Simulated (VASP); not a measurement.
Runs of VASP 6.6.1 on WC. The structure is that of space group P-6m2 (No. 187), or close to it. The cells are those of the table. 

```csv
task,level,potentials or basis,cell,cutoff (eV),gap on the mesh (eV),pressure (GPa),relaxed volume (Å³/atom)
relaxation of cell and atoms,PBE+D3(BJ),"VASP PAW PBE potentials, release 64 (W_sv, C)","relaxed from a = 2.906, b = 2.907, c = 2.837 Å, angles 90.0, 90.0, 120.0°, 2 atoms",600,none,0.0,(b)
relaxation of cell and atoms,LDA,"VASP PAW LDA potentials, release 64 (W_sv, C)","relaxed from a = 2.906, b = 2.907, c = 2.837 Å, angles 90.0, 90.0, 120.0°, 2 atoms",600,none,0.0,10.19
single point,RPBE,"VASP PAW PBE potentials, release 64 (W_sv, C)","a = 2.934, b = 2.934, c = 2.856 Å, angles 90.0, 90.0, 120.0°, 2 atoms",520,none,(a),-
relaxation of cell and atoms,RPBE,"VASP PAW PBE potentials, release 64 (W_sv, C)","relaxed from a = 2.906, b = 2.907, c = 2.837 Å, angles 90.0, 90.0, 120.0°, 2 atoms",600,none,0.0,10.67
single point,LDA,"VASP PAW LDA potentials, release 64 (W_sv, C)","a = 2.885, b = 2.885, c = 2.810 Å, angles 90.0, 90.0, 120.0°, 2 atoms",520,none,2.7,-
single point,PBE+D3(BJ),"VASP PAW PBE potentials, release 64 (W_sv, C)","a = 2.903, b = 2.903, c = 2.831 Å, angles 90.0, 90.0, 120.0°, 2 atoms",520,none,1.2,-
```

Alike in all rows: no spin polarisation; k mesh 11 × 11 × 9; smearing fermi-dirac 0.05 eV.

Q: Estimate the missing entries.

A: (a) 1.0; (b) 10.36.

Caveats: spin-orbit coupling is left out, which moves the levels of the heavy elements; the PAW data sets were made with another functional, which shifts forces and pressure a little (at least some runs).

A k mesh can miss the band edges, and the runs leave out spin-orbit coupling on W.

A gap of «none» marks levels without a gap at the run's occupations.
